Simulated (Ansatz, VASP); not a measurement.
Two plane-wave programs on Si4C

```
Si C
1.0
     2.87928    0.00000    0.00000
    -1.43964    2.49353    0.00000
     0.00000    0.00000   21.82089
Si C
8 2
Direct
  0.33333 0.66667 0.85891
  0.33333 0.66667 0.04970
  0.33333 0.66667 0.23936
  0.33333 0.66667 0.35031
  0.66667 0.33333 0.76064
  0.66667 0.33333 0.95030
  0.66667 0.33333 0.14109
  0.66667 0.33333 0.64969
  0.33333 0.66667 0.70896
  0.66667 0.33333 0.29104
```

Alike in both runs: functional PBE; k mesh 18 × 18 × 2; occupations gaussian, width 0.1 eV; no spin polarisation.

Ansatz relaxed the structure, and its values are those at the end. VASP's run is a single point on that final structure, the one shown.

```csv
,VASP,Ansatz
version,VASP 6.6.1,Ansatz 0.2.0
potentials or method,"VASP PAW PBE potentials, release 64 (Si, C), cutoff 520 eV","scalar-relativistic, plane waves, PAW"
valence electrons in the cell,40,40
```

```csv
,VASP,Ansatz,Ansatz less VASP
gap on the k mesh at the Fermi level (eV),none,none,-
rms of the force components (eV/Å),0.012,0.002,-0.0100
```

A gap of «none» marks a metal or a gap that the smearing closes. With one functional, cell and mesh, what is left measures potentials, basis and numerics. Ansatz's warnings: xc potential rough in thin density.
